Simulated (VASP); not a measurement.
Here is a VASP 6.6.1 calculation.

File INCAR:

```
ALGO = Normal
EDIFF = 1E-6
ENCUT = 500
GGA = RP
GGA_COMPAT = False
ISIF = 2
ISMEAR = -1
LASPH = True
LCHARG = False
LREAL = False
LWAVE = False
NBANDS = 18
NELM = 120
PREC = Accurate
SIGMA = 0.1
```

Contents of KPOINTS:

```
k-points
0
Gamma
  12 12 12
```

Contents of POSCAR:

```
Y
1.0
    0.0000000000      3.7302859181      3.7302859181
    3.7302859181      0.0000000000      3.7302859181
    3.7302859181      3.7302859181      0.0000000000
Y
2
Direct
    0.1250000000      0.1250000000      0.1250000000
    0.8750000000      0.8750000000      0.8750000000
```

Potentials or basis: VASP PAW PBE potentials, release 64 (Y_sv).

Run with:

```bash
$ cat potpaw_PBE.64/Y_sv/POTCAR > POTCAR
$ mpirun -np 1 vasp_std > vasp.out
```

(1) Estimate the band gap on the k mesh.

(2) Predict the pressure.

Answers

(1) zero (bands 11 and 12 overlap by 1.04 eV).

(2) 0.0 GPa.

Caveat: the PAW data sets were made with another functional, which shifts forces and pressure a little.
